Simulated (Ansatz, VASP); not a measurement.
**LiH in VASP and in Ansatz**

```
CELL_PARAMETERS angstrom
0.00000 1.98325 1.98325
1.98325 0.00000 1.98325
1.98325 1.98325 0.00000
ATOMIC_POSITIONS crystal
Li 0.00000 0.00000 0.00000
H 0.50000 0.50000 0.50000
```

Change from the starting cell: volume scaled by 0.97, PAW files.

Alike in both runs: task electric field gradients; functional PBE; k mesh 14 × 14 × 14; occupations fermi-dirac, width 0.08 eV; no spin polarisation.

|  | VASP | Ansatz |
| --- | --- | --- |
| version | VASP 6.6.1 | Ansatz 0.2.0 |
| potentials or method | VASP PAW PBE potentials, release 64 (Li_sv, H) | PAW with Ansatz's default frozen-core files, scalar-relativistic |
| plane-wave cutoff (eV) | 520 | 420 |
| valence electrons in the cell | 4 | 4 |

```tsv
	VASP	Ansatz	Ansatz less VASP
gap on the k mesh at the Fermi level (eV)	2.96	2.96	+0.006
```

Noted on VASP's run: the cutoff is short for stress, so the pressure is rough.
